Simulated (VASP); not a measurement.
# ZnS (F-43m) in VASP: notebook, part 2 of 2

VASP 6.6.1.

## (4) Single point, LDA

This run uses another cell than the first one, of 20.52 Å³/atom, 1.083 times its volume.

INCAR reads:

```
ALGO     = Normal         # electronic algorithm
EDIFF    = 1E-6           # SCF threshold, eV
ENCUT    = 500            # plane-wave cutoff, eV
GGA      = CA             # functional
GGA_COMPAT= F            
ISIF     = 2              # what is computed and relaxed
ISMEAR   = 0              # smearing method
LASPH    = T              # aspherical terms in the spheres
LCHARG   = T              # write CHGCAR
LELF     = T              # ELF
LREAL    = F              # projectors in reciprocal space
LVHAR    = T            
LWAVE    = F              # write WAVECAR
NBANDS   = 16             # bands
NELM     = 120            # most SCF steps
PREC     = Accurate       # precision mode
SIGMA    = 0.01           # smearing width, eV
```

KPOINTS reads:

```
k-points
0
Gamma
  6 6 6
```

POSCAR reads:

```
ZnS
1.0
    0.0000000000      2.7375567091      2.7375567091
    2.7375567091      0.0000000000      2.7375567091
    2.7375567091      2.7375567091      0.0000000000
Zn S
1 1
Direct
    0.2500000000      0.2500000000      0.2500000000
    0.0000000000      0.0000000000      0.0000000000
```

Started as:

```console
> cat potpaw_LDA.64/Zn/POTCAR potpaw_LDA.64/S/POTCAR > POTCAR
> mpirun -np 1 vasp_std > vasp.out
```

Run time: 14 s. Hardware: 1 thread of Intel Xeon Platinum 8488C (Sapphire Rapids), shared host; peak memory 0.14 GiB.

The run converged. Its results:

| Quantity | Value |
| --- | --- |
| Free energy | -8.1187 eV |
| Pressure | -6.7 GPa |
| Band gap on the k mesh | 1.72 eV, direct |

Levels at points of the mesh, in eV from the valence-band top:
| k point | band 6 | band 7 | band 8 | band 9 | band 10 | band 11 | band 12 | band 13 |
| --- | --- | --- | --- | --- | --- | --- | --- | --- |
| (0.00, 0.00, 0.00) | -5.91 | 0.00 | 0.00 | 0.00 | 1.72 | 6.27 | 6.27 | 6.27 |
| (0.50, 0.00, 0.00) | -5.72 | -5.13 | -0.82 | -0.82 | 3.03 | 6.80 | 6.80 | 8.47 |
| (0.50, 0.50, 0.00) | -5.71 | -4.51 | -2.11 | -2.11 | 3.27 | 3.90 | 10.45 | 11.50 |

Expect the measured gap to be larger: semilocal functionals such as LDA lack the derivative discontinuity.

## (5) Single point, LDA

This run uses another cell than the first one, of 21.30 Å³/atom, 1.125 times its volume.

INCAR reads:

```
SYSTEM = ZnS
PREC     = Accurate       ! precision mode
ENCUT    = 500            ! plane-wave cutoff, eV
EDIFF    = 1E-6           ! SCF threshold, eV
ISMEAR   = 0              ! smearing method
SIGMA    = 0.01           ! smearing width, eV
LREAL    = .False.        ! projectors in reciprocal space
LASPH    = .True.         ! aspherical terms in the spheres
NELM     = 120            ! most SCF steps
ALGO     = Normal         ! electronic algorithm
ISIF     = 2              ! what is computed and relaxed
LWAVE    = .False.        ! write WAVECAR
LCHARG   = .True.         ! write CHGCAR
LELF     = .True.         ! ELF
LVHAR    = .True.       
NBANDS   = 16             ! bands
GGA_COMPAT= .False.
```

KPOINTS reads:

```
Automatic mesh
0
Gamma
  6 6 6
  0 0 0
```

POSCAR reads:

```
ZnS
1.0
    0.0000000000      2.7722130048      2.7722130048
    2.7722130048      0.0000000000      2.7722130048
    2.7722130048      2.7722130048      0.0000000000
Zn S
1 1
Direct
    0.2500000000      0.2500000000      0.2500000000
    0.0000000000      0.0000000000      0.0000000000
```

Potentials or basis: VASP PAW LDA potentials, release 64 (Zn, S).

Started as:

```console
> cat potpaw_LDA.64/Zn/POTCAR potpaw_LDA.64/S/POTCAR > POTCAR
> mpirun -np 1 vasp_std > vasp.out
```

OUTCAR:

```text
SYSTEM = ZnS
   PREC = Accurate
   ENCUT = 500
   EDIFF = 1E-6
   ISMEAR = 0
   LREAL = .False.
   LASPH = .True.
   NELM = 120
   ISIF = 2

 ion  position               nearest neighbor table
   1  0.250  0.250  0.250-   2 2.40   2 2.40   2 2.40   2 2.40
   2  0.000  0.000  0.000-   1 2.40   1 2.40   1 2.40   1 2.40

  LATTYP: Found a face centered cubic cell.
 ALAT       =     5.5444260096

  Lattice vectors:

 A1 = (   0.0000000000,   2.7722130048,   2.7722130048)
 A2 = (   2.7722130048,   0.0000000000,   2.7722130048)
 A3 = (   2.7722130048,   2.7722130048,   0.0000000000)

Analysis of symmetry for initial positions (statically):
=====================================================================
 Subroutine PRICEL returns:
 Original cell was already a primitive cell.

 Routine SETGRP: Setting up the symmetry group for a
 face centered cubic supercell.

 Subroutine GETGRP returns: Found 24 space group operations
 (whereof 24 operations were pure point group operations)
 out of a pool of 48 trial point group operations.

The static configuration has the point symmetry T_d .

Analysis of symmetry for dynamics (positions and initial velocities):
=====================================================================
 Subroutine PRICEL returns:
 Original cell was already a primitive cell.

 Routine SETGRP: Setting up the symmetry group for a
 face centered cubic supercell.

 Subroutine GETGRP returns: Found 24 space group operations
 (whereof 24 operations were pure point group operations)
 out of a pool of 48 trial point group operations.

The dynamic configuration has the point symmetry T_d .

 Subroutine INISYM returns: Found 24 space group operations
 (whereof 24 operations are pure point group operations),
 and found     1 'primitive' translations

----------------------------------------------------------------------------------------

                                     Primitive cell

  volume of cell :      42.6098

  direct lattice vectors                    reciprocal lattice vectors
     0.000000000  2.772213005  2.772213005    -0.180361321  0.180361321  0.180361321
     2.772213005  0.000000000  2.772213005     0.180361321 -0.180361321  0.180361321
     2.772213005  2.772213005  0.000000000     0.180361321  0.180361321 -0.180361321

  length of vectors
     3.920501229  3.920501229  3.920501229     0.312394972  0.312394972  0.312394972

  position of ions in fractional coordinates (direct lattice)
     0.250000000  0.250000000  0.250000000
     0.000000000  0.000000000  0.000000000

  ion indices of the primitive-cell ions
   primitive index   ion index
                 1           1
                 2           2

----------------------------------------------------------------------------------------

 KPOINTS: Automatic mesh

Automatic generation of k-mesh.
 Grid dimensions read from file:
 generate k-points for:    6    6    6

 Generating k-lattice:

  Cartesian coordinates                     Fractional coordinates (reciprocal lattice)
    -0.030060220  0.030060220  0.030060220     0.166666667  0.000000000  0.000000000
     0.030060220 -0.030060220  0.030060220     0.000000000  0.166666667  0.000000000
     0.030060220  0.030060220 -0.030060220     0.000000000  0.000000000  0.166666667

  Length of vectors
     0.052065829  0.052065829  0.052065829

  Shift w.r.t. Gamma in fractional coordinates (k-lattice)
     0.000000000  0.000000000  0.000000000

 Subroutine IBZKPT returns following result:
 ===========================================

 Found     16 irreducible k-points:

 Following reciprocal coordinates:
            Coordinates               Weight
  0.000000  0.000000  0.000000      1.000000
  0.166667  0.000000  0.000000      8.000000
  0.333333  0.000000  0.000000      8.000000
  0.500000  0.000000  0.000000      4.000000
  0.166667  0.166667  0.000000      6.000000
  0.333333  0.166667  0.000000     24.000000
[... 8 lines left out ...]
 -0.333333  0.333333  0.166667     24.000000
 -0.333333  0.500000  0.166667     12.000000
   k-points           NKPTS =     16   k-points in BZ     NKDIM =     16   number of bands    NBANDS=     16
   number of dos      NEDOS =    301   number of ions     NIONS =      2
   total plane-waves  NPLWV =  27000
   dimension x,y,z NGX =    30 NGY =   30 NGZ =   30
   dimension x,y,z NGXF=    60 NGYF=   60 NGZF=   60
   ions per type =               1   1
   NGX,Y,Z   is equivalent  to a cutoff of  12.72, 12.72, 12.72 a.u.
   NGXF,Y,Z  is equivalent  to a cutoff of  25.44, 25.44, 25.44 a.u.
 SYSTEM =  ZnS
   PREC   = accura    normal or accurate (medium, high low for compatibility)
   ISTART =      0    job   : 0-new  1-cont  2-samecut
   ICHARG =      2    charge: 1-file 2-atom 10-const
   ISPIN  =      1    spin polarized calculation?
   LNONCOLLINEAR =      F non collinear calculations
   LSORBIT =      F    spin-orbit coupling
   LASPH  =      T    aspherical Exc in radial PAW
   ENCUT  =  500.0 eV  36.75 Ry    6.06 a.u.   7.15  7.15  7.15*2*pi/ulx,y,z
   NELM   =    120;   NELMIN=  2; NELMDL= -5     # of ELM steps
   EDIFF  = 0.1E-05   stopping-criterion for ELM
   LREAL  =      F    real-space projection
   EDIFFG = 0.1E-04   stopping-criterion for IOM
   NSW    =      0    number of steps for IOM
   IBRION =     -1    ionic relax: 0-MD 1-quasi-New 2-CG
   NFREE  =      0    steps in history (QN), initial steepest desc. (CG)
   ISIF   =      2    stress and relaxation
   ISYM   =      2    0-nonsym 1-usesym 2-fastsym
   POTIM  = 0.5000    time-step for ionic-motion
   TEBEG  =    0.0;   TEEND  =   0.0 temperature during run
   PSTRESS=    0.0 pullay stress
   NELECT =      18.0000    total number of electrons
   NUPDOWN=      -1.0000    fix difference up-down
   EMIN   =  10.00;   EMAX   =-10.00  energy-range for DOS
   EFERMI =   0.00;   METHOD = LEGACY
   ISMEAR =     0;   SIGMA  =   0.01  broadening in eV -4-tet -1-fermi 0-gaus
   EFERMI_NEDOS =   21; number of points for ismear=-14 and -15
   IALGO  =     38    algorithm
   IMIX   =      4    mixing-type and parameters
     AMIX     =   0.40;   BMIX     =  1.00
     AMIX_MAG =   1.60;   BMIX_MAG =  1.00
  volume/ion in A,a.u.               =      21.30       143.77
  Fermi-wavevector in a.u.,A,eV,Ry     =   1.228370  2.321282 20.529721  1.508892
  Thomas-Fermi vector in A             =   2.363298
   LORBIT       =      0    0 simple, 1 ext, 2 COOP (PROOUT), +10 PAW based schemes
   GGA     = CA    functional components
   LHFCALC =     F    Hartree Fock is set to
   AEXX    =    0.0000 exact exchange contribution
   IVDW    =     0    specifies the selected vdW correction
   LEPSILON=     F    determine dielectric tensor
   LRPA    =     F    only Hartree local field effects (RPA)
 non-spin polarized calculation
 Gauss-broadening in eV      SIGMA  =   0.01
  energy-cutoff  :      500.00
  volume of cell :       42.61
 maximum number of plane-waves:      1106
 NGX is ok and might be reduce to    30
   NGX = 15   NGY = 15   NGZ = 15

 number of electron      17.9999987 magnetization

 Free energy of the ion-electron system (eV)
  ---------------------------------------------------
  ext. energy  EPLUGINS =         0.00000000
  ---------------------------------------------------
  free energy    TOTEN  =        -8.04347110 eV

  energy without entropy =       -8.04347110  energy(sigma->0) =       -8.04347110

 E-fermi :   1.3413     XC(G=0):  -9.6918

 val. band max:        1.2349974487   @ k =   0.0000   0.0000   0.0000
 cond. band min:       2.7893583810   @ k =   0.0000   0.0000   0.0000
 fundamental gap:      1.5543609323
 Fermi energy:         1.3412965952

 k-point     1 :       0.0000    0.0000    0.0000
  band No.  band energies     occupation
      1     -11.3675      2.00000
      2      -4.9903      2.00000
      3      -4.9903      2.00000
      4      -4.9903      2.00000
      5      -4.5930      2.00000
      6      -4.5930      2.00000
[... 8 lines left out ...]
     15      12.8808      0.00000
     16      12.8808      0.00000
[... 267 lines left out ...]
 k-point    16 :      -0.3333    0.5000    0.1667
  band No.  band energies     occupation
      1     -10.2755      2.00000
      2      -4.8842      2.00000
      3      -4.7571      2.00000
      4      -4.6764      2.00000
      5      -4.5721      2.00000
      6      -4.2891      2.00000
[... 8 lines left out ...]
     15      14.8335      0.00000
     16      15.5033      0.00000

------------------------ aborting loop because EDIFF is reached ----------------------------------------

  FORCE on cell =-STRESS in cart. coord.  units (eV):
  Direction    XX          YY          ZZ          XY          YZ          ZX
  --------------------------------------------------------------------------------------
  -------------------------------------------------------------------------------------
  Total       -2.2923019     -2.2923019     -2.2923019     -0.0000000      0.0000000      0.0000000
  in kB      -86.1931205    -86.1931205    -86.1931205     -0.0000000      0.0000000      0.0000000
  external PRESSURE =     -86.1931205 kB  Pullay stress =       0.0000000 kB

 VOLUME and BASIS-vectors are now :
 -----------------------------------------------------------------------------
  energy-cutoff  :      500.00
  volume of cell :       42.61
      direct lattice vectors                 reciprocal lattice vectors
     0.000000000  2.772213005  2.772213005    -0.180361321  0.180361321  0.180361321
     2.772213005  0.000000000  2.772213005     0.180361321 -0.180361321  0.180361321
     2.772213005  2.772213005  0.000000000     0.180361321  0.180361321 -0.180361321

 POSITION                                       TOTAL-FORCE (eV/Angst)
 -----------------------------------------------------------------------------------
      1.38611      1.38611      1.38611        -0.000000     -0.000000     -0.000000
      0.00000      0.00000      0.00000         0.000000      0.000000      0.000000
 -----------------------------------------------------------------------------------
    total drift:                                0.000000      0.000000     -0.000000

  FREE ENERGIE OF THE ION-ELECTRON SYSTEM (eV)
  ---------------------------------------------------
  free  energy   TOTEN  =        -8.0434710973 eV

  energy  without entropy=       -8.0434710973  energy(sigma->0) =       -8.04347110
```

Wall time 20 s (1 thread of Intel Xeon Platinum 8488C (Sapphire Rapids), shared host); peak memory 0.14 GiB.

Results:

* Free energy: -8.0435 eV
* Pressure: -8.6 GPa
* Band gap on the k mesh: 1.55 eV, direct

Levels at points of the mesh, in eV from the valence-band top:
```tsv
k point	band 6	band 7	band 8	band 9	band 10	band 11	band 12	band 13
(0.00, 0.00, 0.00)	-5.83	0.00	0.00	0.00	1.55	6.28	6.28	6.28
(0.50, 0.00, 0.00)	-5.65	-4.89	-0.77	-0.77	2.95	6.81	6.81	8.32
(0.50, 0.50, 0.00)	-5.63	-4.37	-1.98	-1.98	3.34	3.88	10.20	11.25
```

## (6) The runs side by side

| cell | gap on the mesh (eV) | pressure (GPa) |
| --- | --- | --- |
| a = 3.770 Å, angles 60.0°, 2 atoms | 2.07 | -1.4 |
| a = 3.821 Å, angles 60.0°, 2 atoms | 1.89 | -4.3 |
| a = 3.871 Å, angles 60.0°, 2 atoms | 1.72 | -6.7 |
| a = 3.921 Å, angles 60.0°, 2 atoms | 1.55 | -8.6 |

Alike in all rows: task single point; level LDA; potentials or basis VASP PAW LDA potentials, release 64 (Zn, S); no spin polarisation; k mesh 6 × 6 × 6; cutoff (eV) 500; smearing gaussian 0.01 eV.

Absolute energies hang on the potentials; compare differences alone.

## (7) Comparison with measurements

Step 2. A measured gap of ZnS is 3.85 eV (direct; 19 K; quoted in “Electronic, vibrational, and thermodynamic properties of ZnS (zincblende and rocksalt structure)”, 2009, arxiv:0911.5022); the calculated 2.07 eV misses it by -1.78 eV. The value is that of LDA, without temperature or zero-point motion. Semilocal functionals fall short of measured gaps as a rule.
